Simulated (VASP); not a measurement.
# Rh (I4/mmm) in VASP: further runs

Rh is run at these levels: PBEsol; tasks: single point.

Everything below comes from runs of VASP 6.6.1. Logs are shortened: lines on timing, memory, paths and dates and some standing lists are left out, and cuts for length are marked.

## 1. The cell of the first run

The structure is tetragonal, space group I4/mmm (No. 139). The conventional cell has a = 2.689 Å, b = 2.689 Å, c = 3.727 Å, α = 90.00°, β = 90.00°, γ = 90.00°. Rh (site symmetry 4/mmm) has 12 Rh at 2.66 to 2.69 Å within 3.5 Å.

## 2. Single point, PBEsol (zz strain of -2 %)

File INCAR:

```
SYSTEM = Rh
PREC = Accurate
ENCUT = 520
EDIFF = 1E-7
ISMEAR = -1
SIGMA = 0.08
LREAL = .False.
LASPH = .True.
NELM = 60
ALGO = Normal
ISIF = 2
LWAVE = .False.
LCHARG = .True.
GGA = PS
LELF = .True.
LVHAR = .True.
NBANDS = 14
```

File KPOINTS:

```
Automatic mesh
0
Gamma
  16 16 16
  0 0 0
```

File POSCAR:

```
Rh
1.0
    0.0000000000      1.9015500000      1.8635190000
    1.9015500000      0.0000000000      1.8635190000
    1.9015500000      1.9015500000      0.0000000000
Rh
1
Direct
    0.0000000000      0.0000000000      0.0000000000
```

Potentials or basis: VASP PAW PBE potentials, release 64 (Rh_pv).

Run with:

```sh
$ cat potpaw_PBE.64/Rh_pv/POTCAR > POTCAR
$ mpirun -np 1 vasp_std > vasp.out
```

OUTCAR:

```text
SYSTEM = Rh
   PREC = Accurate
   ENCUT = 520
   EDIFF = 1E-7
   ISMEAR = -1
   LREAL = .False.
   LASPH = .True.
   NELM = 60
   ISIF = 2
   GGA = PS

 ion  position               nearest neighbor table
   1  0.000  0.000  0.000-

  LATTYP: Found a body centered tetragonal cell.
 ALAT       =     2.6891977995
 C/A-ratio  =     1.3859292911

  Lattice vectors:

 A1 = (   0.0000000000,  -1.9015500000,  -1.8635190000)
 A2 = (   0.0000000000,   1.9015500000,  -1.8635190000)
 A3 = (   1.9015500000,   0.0000000000,   1.8635190000)

Analysis of symmetry for initial positions (statically):
=====================================================================
 Subroutine PRICEL returns:
 Original cell was already a primitive cell.

 Routine SETGRP: Setting up the symmetry group for a
 body centered tetragonal supercell.

 Subroutine GETGRP returns: Found 16 space group operations
 (whereof 16 operations were pure point group operations)
 out of a pool of 16 trial point group operations.

The static configuration has the point symmetry D_4h.

Analysis of symmetry for dynamics (positions and initial velocities):
=====================================================================
 Subroutine PRICEL returns:
 Original cell was already a primitive cell.

 Routine SETGRP: Setting up the symmetry group for a
 body centered tetragonal supercell.

 Subroutine GETGRP returns: Found 16 space group operations
 (whereof 16 operations were pure point group operations)
 out of a pool of 16 trial point group operations.

The dynamic configuration has the point symmetry D_4h.

 Subroutine INISYM returns: Found 16 space group operations
 (whereof 16 operations are pure point group operations),
 and found     1 'primitive' translations

----------------------------------------------------------------------------------------

                                     Primitive cell

  volume of cell :      13.4766

  direct lattice vectors                    reciprocal lattice vectors
     0.000000000  1.901550000  1.863519000    -0.262943388  0.262943388  0.268309580
     1.901550000  0.000000000  1.863519000     0.262943388 -0.262943388  0.268309580
     1.901550000  1.901550000  0.000000000     0.262943388  0.262943388 -0.268309580

  length of vectors
     2.662441636  2.662441636  2.689197800     0.458550413  0.458550413  0.458550413

  position of ions in fractional coordinates (direct lattice)
     0.000000000  0.000000000  0.000000000

[... 77 lines left out ...]
   EDIFFG = 0.1E-05   stopping-criterion for IOM
   NSW    =      0    number of steps for IOM
   IBRION =     -1    ionic relax: 0-MD 1-quasi-New 2-CG
   NFREE  =      0    steps in history (QN), initial steepest desc. (CG)
   ISIF   =      2    stress and relaxation
   ISYM   =      2    0-nonsym 1-usesym 2-fastsym
   POTIM  = 0.5000    time-step for ionic-motion
   TEBEG  =    0.0;   TEEND  =   0.0 temperature during run
   PSTRESS=    0.0 pullay stress
   NELECT =      15.0000    total number of electrons
   NUPDOWN=      -1.0000    fix difference up-down
   EMIN   =  10.00;   EMAX   =-10.00  energy-range for DOS
   EFERMI =   0.00;   METHOD = LEGACY
   ISMEAR =    -1;   SIGMA  =   0.08  broadening in eV -4-tet -1-fermi 0-gaus
   EFERMI_NEDOS =   21; number of points for ismear=-14 and -15
   IALGO  =     38    algorithm
   IMIX   =      4    mixing-type and parameters
     AMIX     =   0.40;   BMIX     =  1.00
     AMIX_MAG =   1.60;   BMIX_MAG =  1.00
  volume/ion in A,a.u.               =      13.48        90.94
  Fermi-wavevector in a.u.,A,eV,Ry     =   1.696597  3.206104 39.163594  2.878443
  Thomas-Fermi vector in A             =   2.777431
   LORBIT       =      0    0 simple, 1 ext, 2 COOP (PROOUT), +10 PAW based schemes
   GGA     = PS    functional components
   LHFCALC =     F    Hartree Fock is set to
   AEXX    =    0.0000 exact exchange contribution
   IVDW    =     0    specifies the selected vdW correction
   LEPSILON=     F    determine dielectric tensor
   LRPA    =     F    only Hartree local field effects (RPA)
 non-spin polarized calculation
  energy-cutoff  :      520.00
  volume of cell :       13.48
 maximum number of plane-waves:       374
   NGX =  9   NGY =  9   NGZ =  9

 number of electron      15.0000006 magnetization

 Free energy of the ion-electron system (eV)
  ---------------------------------------------------
  ext. energy  EPLUGINS =         0.00000000
  ---------------------------------------------------
  free energy    TOTEN  =        -8.14855209 eV

  energy without entropy =       -8.11992311  energy(sigma->0) =       -8.13423760

 E-fermi :  12.1210     XC(G=0): -14.3469

 val. band max:       12.1204212905   @ k =   0.3125   0.3125   0.0000
 cond. band min:      12.1235077691   @ k =   0.3125   0.1875   0.1250
 fundamental gap:      0.0030864787
 Fermi energy:        12.1209689318

 k-point     1 :       0.0000    0.0000    0.0000
  band No.  band energies     occupation
      1     -34.2424      2.00000
      2     -34.2424      2.00000
      3     -34.2314      2.00000
      4       3.9227      2.00000
      5       8.8638      2.00000
      6       8.8638      2.00000
      7       9.0852      2.00000
      8      10.9783      2.00000
      9      11.2476      1.99996
     10      28.0501      0.00000
     11      32.4423      0.00000
     12      33.3930      0.00000
     13      33.3930      0.00000
     14      34.0484      0.00000
[... 377 lines left out ...]
      1     -34.3139      2.00000
      2     -34.2547      2.00000
      3     -34.2492      2.00000
      4       4.3384      2.00000
      5       8.6742      2.00000
      6       9.0149      2.00000
      7       9.2728      2.00000
      8      10.7954      2.00000
      9      11.2539      1.99996
     10      28.6584      0.00000
     11      31.8210      0.00000
     12      32.4474      0.00000
     13      34.0834      0.00000
     14      34.2469      0.00000

 [... further k-points ...]
[... 5 lines left out ...]
  --------------------------------------------------------------------------------------
  -------------------------------------------------------------------------------------
  Total       -0.0731905     -0.0731905      0.3578129      0.0000000      0.0000000     -0.0000000
  in kB       -8.7013312     -8.7013312     42.5389956      0.0000000      0.0000000     -0.0000000
  external PRESSURE =       8.3787777 kB  Pullay stress =       0.0000000 kB

 VOLUME and BASIS-vectors are now :
 -----------------------------------------------------------------------------
  energy-cutoff  :      520.00
  volume of cell :       13.48
      direct lattice vectors                 reciprocal lattice vectors
     0.000000000  1.901550000  1.863519000    -0.262943388  0.262943388  0.268309580
     1.901550000  0.000000000  1.863519000     0.262943388 -0.262943388  0.268309580
     1.901550000  1.901550000  0.000000000     0.262943388  0.262943388 -0.268309580

 POSITION                                       TOTAL-FORCE (eV/Angst)
 -----------------------------------------------------------------------------------
      0.00000      0.00000      0.00000         0.000000     -0.000000      0.000000
 -----------------------------------------------------------------------------------
    total drift:                               -0.000000     -0.000000     -0.000000

  FREE ENERGIE OF THE ION-ELECTRON SYSTEM (eV)
  ---------------------------------------------------
  free  energy   TOTEN  =        -8.1485520877 eV

  energy  without entropy=       -8.1199231128  energy(sigma->0) =       -8.13423760
```

OSZICAR:

```text
N       E                     dE             d eps       ncg     rms          rms(c)
DAV:   1     0.119421783601E+03    0.11942E+03   -0.87509E+03  9860   0.115E+03
DAV:   2    -0.720016265721E+01   -0.12662E+03   -0.12090E+03 10816   0.342E+02
DAV:   3    -0.877036838354E+01   -0.15702E+01   -0.15671E+01 11530   0.417E+01
DAV:   4    -0.877599101252E+01   -0.56226E-02   -0.56225E-02 11320   0.257E+00
DAV:   5    -0.877603867253E+01   -0.47660E-04   -0.47659E-04 11242   0.208E-01    0.116E+01
DAV:   6    -0.817601678671E+01    0.60002E+00   -0.99367E-01 10420   0.138E+01    0.369E+00
DAV:   7    -0.815346104993E+01    0.22556E-01   -0.22969E-02 11260   0.185E+00    0.167E+00
DAV:   8    -0.814881027867E+01    0.46508E-02   -0.49472E-03 10270   0.972E-01    0.255E-01
DAV:   9    -0.814854683169E+01    0.26345E-03   -0.23322E-04 10234   0.217E-01    0.280E-02
DAV:  10    -0.814855193656E+01   -0.51049E-05   -0.25293E-06 11146   0.180E-02    0.634E-03
DAV:  11    -0.814855215344E+01   -0.21688E-06   -0.53184E-07 11008   0.102E-02    0.400E-04
DAV:  12    -0.814855208773E+01    0.65706E-07   -0.82521E-09  5180   0.134E-03
   1 F= -.81485521E+01 E0= -.81342376E+01  d E =-.286290E-01
```

Wall time 2.2 min (1 thread of AMD EPYC 7R13, shared host); peak memory 0.14 GiB.

Results:

```yaml
Free_energy: -8.1486 eV
Pressure: 0.8 GPa
```

Caveat: the cell differs from its parent crystal (zz strain of -2 %); the PAW data sets were made with another functional, which shifts forces and pressure a little.

## 3. Single point, PBEsol (zz strain of -1 %)

File INCAR:

```
PREC     = Accurate       # precision mode
ENCUT    = 520            # plane-wave cutoff, eV
EDIFF    = 1E-6           # SCF threshold, eV
ISMEAR   = -1             # smearing method
SIGMA    = 0.08           # smearing width, eV
LREAL    = False          # projectors in reciprocal space
LASPH    = True           # aspherical terms in the spheres
NELM     = 60             # most SCF steps
ALGO     = Normal         # electronic algorithm
ISIF     = 2              # what is computed and relaxed
LWAVE    = False          # write WAVECAR
LCHARG   = True           # write CHGCAR
GGA      = PS             # functional
LELF     = True           # ELF
LVHAR    = True         
NBANDS   = 14             # bands
```

File KPOINTS:

```
regular mesh
0
Gamma
  16 16 16
```

File POSCAR:

```
Rh
1.0
    0.0000000000      1.9015500000      1.8825345000
    1.9015500000      0.0000000000      1.8825345000
    1.9015500000      1.9015500000      0.0000000000
Rh
1
Direct
    0.0000000000      0.0000000000      0.0000000000
```

Potentials or basis: VASP PAW PBE potentials, release 64 (Rh_pv).

Run with:

```sh
$ cat potpaw_PBE.64/Rh_pv/POTCAR > POTCAR
$ mpirun -np 1 vasp_std > vasp.out
```

OUTCAR:

```text
PREC = Accurate
   ENCUT = 520
   EDIFF = 1E-6
   ISMEAR = -1
   LREAL = False
   LASPH = True
   NELM = 60
   ISIF = 2
   GGA = PS

 ion  position               nearest neighbor table
   1  0.000  0.000  0.000-

  LATTYP: Found a body centered tetragonal cell.
 ALAT       =     2.6891977995
 C/A-ratio  =     1.4000714267

  Lattice vectors:

 A1 = (   0.0000000000,  -1.9015500000,  -1.8825345000)
 A2 = (   0.0000000000,   1.9015500000,  -1.8825345000)
 A3 = (   1.9015500000,   0.0000000000,   1.8825345000)

Analysis of symmetry for initial positions (statically):
=====================================================================
 Subroutine PRICEL returns:
 Original cell was already a primitive cell.

 Routine SETGRP: Setting up the symmetry group for a
 body centered tetragonal supercell.

 Subroutine GETGRP returns: Found 16 space group operations
 (whereof 16 operations were pure point group operations)
 out of a pool of 16 trial point group operations.

The static configuration has the point symmetry D_4h.

[... 165 lines left out ...]
  band No.  band energies     occupation
      1     -34.4132      2.00000
      2     -34.4132      2.00000
      3     -34.4079      2.00000
      4       3.8091      2.00000
      5       8.7594      2.00000
      6       8.7594      2.00000
      7       8.8690      2.00000
      8      10.8741      2.00000
      9      11.0070      1.99998
     10      27.8644      0.00000
     11      32.2810      0.00000
     12      33.2639      0.00000
     13      33.2639      0.00000
     14      33.5825      0.00000
[... 377 lines left out ...]
      1     -34.4837      2.00000
      2     -34.4300      2.00000
      3     -34.4193      2.00000
      4       4.2233      2.00000
      5       8.5638      2.00000
      6       8.9082      2.00000
      7       9.0599      2.00000
      8      10.6884      2.00000
      9      11.0228      1.99998
     10      28.4612      0.00000
     11      31.6306      0.00000
     12      32.2862      0.00000
     13      33.6256      0.00000
     14      34.1201      0.00000

 [... further k-points ...]

------------------------ aborting loop because EDIFF is reached ----------------------------------------

  FORCE on cell =-STRESS in cart. coord.  units (eV):
  Direction    XX          YY          ZZ          XY          YZ          ZX
  --------------------------------------------------------------------------------------
  -------------------------------------------------------------------------------------
  Total       -0.2556183     -0.2556183     -0.0438603      0.0000000      0.0000000      0.0000000
  in kB      -30.0825120    -30.0825120     -5.1617155      0.0000000      0.0000000      0.0000000
  external PRESSURE =     -21.7755799 kB  Pullay stress =       0.0000000 kB

 VOLUME and BASIS-vectors are now :
 -----------------------------------------------------------------------------
  energy-cutoff  :      520.00
  volume of cell :       13.61
      direct lattice vectors                 reciprocal lattice vectors
     0.000000000  1.901550000  1.882534500    -0.262943388  0.262943388  0.265599382
     1.901550000  0.000000000  1.882534500     0.262943388 -0.262943388  0.265599382
     1.901550000  1.901550000  0.000000000     0.262943388  0.262943388 -0.265599382

 POSITION                                       TOTAL-FORCE (eV/Angst)
 -----------------------------------------------------------------------------------
      0.00000      0.00000      0.00000         0.000000     -0.000000      0.000000
 -----------------------------------------------------------------------------------
    total drift:                               -0.000000     -0.000000     -0.000000

  FREE ENERGIE OF THE ION-ELECTRON SYSTEM (eV)
  ---------------------------------------------------
  free  energy   TOTEN  =        -8.1502263344 eV

  energy  without entropy=       -8.1211457304  energy(sigma->0) =       -8.13568603
```

OSZICAR:

```text
N       E                     dE             d eps       ncg     rms          rms(c)
DAV:   1     0.118477867835E+03    0.11848E+03   -0.87592E+03  9824   0.115E+03
DAV:   2    -0.722407797120E+01   -0.12570E+03   -0.12030E+03 10900   0.340E+02
DAV:   3    -0.877548117151E+01   -0.15514E+01   -0.15489E+01 11500   0.414E+01
DAV:   4    -0.878107987772E+01   -0.55987E-02   -0.55983E-02 11416   0.256E+00
DAV:   5    -0.878112820222E+01   -0.48325E-04   -0.48325E-04 11362   0.209E-01    0.113E+01
DAV:   6    -0.817651379967E+01    0.60461E+00   -0.10146E+00 10450   0.139E+01    0.354E+00
DAV:   7    -0.815506953237E+01    0.21444E-01   -0.21813E-02 11266   0.178E+00    0.163E+00
DAV:   8    -0.815046637207E+01    0.46032E-02   -0.47785E-03 10276   0.952E-01    0.239E-01
DAV:   9    -0.815022109023E+01    0.24528E-03   -0.22398E-04 10258   0.213E-01    0.271E-02
DAV:  10    -0.815022613188E+01   -0.50417E-05   -0.25339E-06 11030   0.180E-02    0.584E-03
DAV:  11    -0.815022633437E+01   -0.20249E-06   -0.49500E-07  5288   0.988E-03
   1 F= -.81502263E+01 E0= -.81356860E+01  d E =-.290806E-01
```

stdout:

```text
POSCAR found type information on POSCAR Rh
 POSCAR found :  1 types and       1 ions
 scaLAPACK will be used
 -----------------------------------------------------------------------------
|                                                                             |
|                                                                             |
|     You enforced a specific xc type in the INCAR file but a different       |
|     I HOPE YOU KNOW WHAT YOU ARE DOING!                                     |
|                                                                             |
 -----------------------------------------------------------------------------

 LDA part: xc-table for (Slater+PW92), standard interpolation
 POSCAR, INCAR and KPOINTS ok, starting setup
 FFT: planning ... GRIDC
 FFT: planning ... GRID_SOFT
 FFT: planning ... GRID
 WAVECAR not read
 entering main loop
```

Run time: 2.1 min. Hardware: 1 thread of AMD EPYC 7R13, shared host; peak memory 0.14 GiB.

What came out:

```
Free energy : -8.1502 eV
Pressure    : -2.2 GPa
```

Caveat: the cell differs from its parent crystal (zz strain of -1 %); the PAW data sets were made with another functional, which shifts forces and pressure a little.
